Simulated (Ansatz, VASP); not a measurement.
One calculation of BN, two programs

```
B N
1.0
     0.00000    1.79218    1.79218
     1.79218    0.00000    1.79218
     1.79218    1.79218    0.00000
B N
1 1
Direct
  0.00000 0.00000 0.00000
  0.25000 0.25000 0.25000
```

Alike in both runs: task single point; functional r2SCAN; k mesh 12 × 12 × 12; no spin polarisation.

|  | VASP | Ansatz |
| --- | --- | --- |
| version | VASP 6.6.1 | Ansatz 0.2.0 |
| potentials or method | VASP PAW PBE potentials, release 64 (B, N) | scalar-relativistic, plane waves, PAW |
| plane-wave cutoff (eV) | 660 | 500 |
| occupations | gaussian, width 0.01 eV | fixed |
| valence electrons in the cell | 8 | 8 |

```csv
,VASP,Ansatz,Ansatz less VASP
pressure (GPa),9.9,8.6,-1.26
```

VASP's potentials were made for PBE, not for r2SCAN.
